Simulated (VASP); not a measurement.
Set up this calculation in VASP 6.6.1, as the native input.

```yaml
Task: single point
Functional: LDA
Potentials_or_basis: VASP PAW LDA potentials, release 64 (Cs_sv, H)
Cutoff: 520 eV
k_mesh: 8 × 8 × 8
Occupations: gaussian, width 0.05 eV
Spin: no spin polarisation
Dipole_correction: no
Further_INCAR_settings: ALGO = Normal; EDIFF = 1e-06; NBANDS = 12
```

The structure of CsH lies in POSCAR:

```
CsH
1.0
    0.0000000000      3.2778497080      3.0156217313
    3.2778497080      0.0000000000      3.0156217313
    3.2778497080      3.2778497080      0.0000000000
Cs H
1 1
Direct
    0.0000000000      0.0000000000      0.0000000000
    0.5000000000      0.5000000000      0.5000000000
```

This cell differs from its parent crystal: ratio of the length along z to the lengths across it x 0.92, volume and fractional coordinates fixed.

The input as run:

INCAR

```
SYSTEM = CsH
PREC = Accurate ; ENCUT = 520
EDIFF = 1E-6 ; ISMEAR = 0
SIGMA = 0.05 ; LREAL = .FALSE.
LASPH = .TRUE. ; NELM = 60
ALGO = Normal ; ISIF = 2
LWAVE = .FALSE. ; LCHARG = .FALSE.
GGA = CA ; NBANDS = 12
```

KPOINTS

```
Automatic mesh
0
G
  8 8 8
  0 0 0
```

Potentials or basis: VASP PAW LDA potentials, release 64 (Cs_sv, H).

Command:

```console
$ cat potpaw_LDA.64/Cs_sv/POTCAR potpaw_LDA.64/H/POTCAR > POTCAR
$ mpirun -np 1 vasp_std > vasp.out
```

Results of the run:

- Pressure: -1.1 GPa
- Band gap on the k mesh: 1.90 eV, direct

Caveat: spin-orbit coupling is left out, which moves the levels of the heavy elements.

It took 14 s on 1 thread of Intel(R) Xeon(R) 6975P-C (Granite Rapids), with other jobs on the host, peak memory 0.19 GiB.
